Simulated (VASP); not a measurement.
Here is a VASP 6.6.1 calculation.

File INCAR:

```
SYSTEM = CuI
PREC = Accurate
ENCUT = 520
EDIFF = 1E-6
ISMEAR = -1
SIGMA = 0.08
LREAL = .FALSE.
LASPH = .TRUE.
NELM = 80
ALGO = Normal
ISIF = 2
LWAVE = .FALSE.
LCHARG = .FALSE.
NBANDS = 16
```

KPOINTS

```
regular mesh
0
G
  13 13 13
  0 0 0
```

The input POSCAR:

```
CuI
1.0
    0.0000000000      2.7695912641      2.7695912641
    2.7695912641      0.0000000000      2.7695912641
    2.7695912641      2.7695912641      0.0000000000
Cu I
1 1
Direct
    0.0000000000      0.0000000000      0.0000000000
    0.5000000000      0.5000000000      0.5000000000
```

Potentials or basis: VASP PAW LDA potentials, release 64 (Cu, I).

The run is started by

```bash
$ cat potpaw_LDA.64/Cu/POTCAR potpaw_LDA.64/I/POTCAR > POTCAR
$ mpirun -np 1 vasp_std > vasp.out
```

Question: Estimate the pressure.

Answer: -0.4 GPa.

Question: Estimate the band gap on the k mesh.

Answer: Zero (bands 9 and 10 overlap by 0.62 eV).

Caveat: spin-orbit coupling is left out, which moves the levels of the heavy elements.
